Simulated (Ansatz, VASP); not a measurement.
One calculation of NiO, two programs

```
Ni O
1.0
     0.00000    2.11335    2.11335
     2.11335    0.00000    2.11335
     2.11335    2.11335    0.00000
Ni O
1 1
Cartesian
  0.0000 0.0000 0.0000
  2.1134 2.1134 2.1134
```

Alike in both runs: task single point; functional PBEsol; dispersion D3(BJ); k mesh 11 × 11 × 11; occupations fermi-dirac, width 0.05 eV; collinear spin.

|  | VASP | Ansatz |
| --- | --- | --- |
| version | VASP 6.6.1 | Ansatz 0.2.0 |
| potentials or method | VASP PAW PBE potentials, release 64 (Ni, O) | Ansatz PAW |
| plane-wave cutoff (eV) | 520 | 420 |
| valence electrons in the cell | 16 | 24 |

Ansatz gave:

```
gap on the k mesh at the Fermi level (eV)                     : none
pressure (GPa)                                                : -16.2
net moment per atom (μB)                                      : 0.79
size of the moment on the site where the two differ most (μB) : 1.28
```

Q: Which values does VASP return?

A: gap on the k mesh at the Fermi level (eV): none; pressure (GPa): -16.5; net moment per atom (μB): 0.76; size of the moment on the site where the two differ most (μB): 1.25.

VASP's potentials were made for PBE, not for PBEsol. Site moments also hang on the region over which each program counts them. A gap of «none» marks a metal or a gap that the smearing closes. VASP's potentials hold 16 valence electrons a cell and Ansatz's 24, so a difference there can come from the potentials and not from the codes.
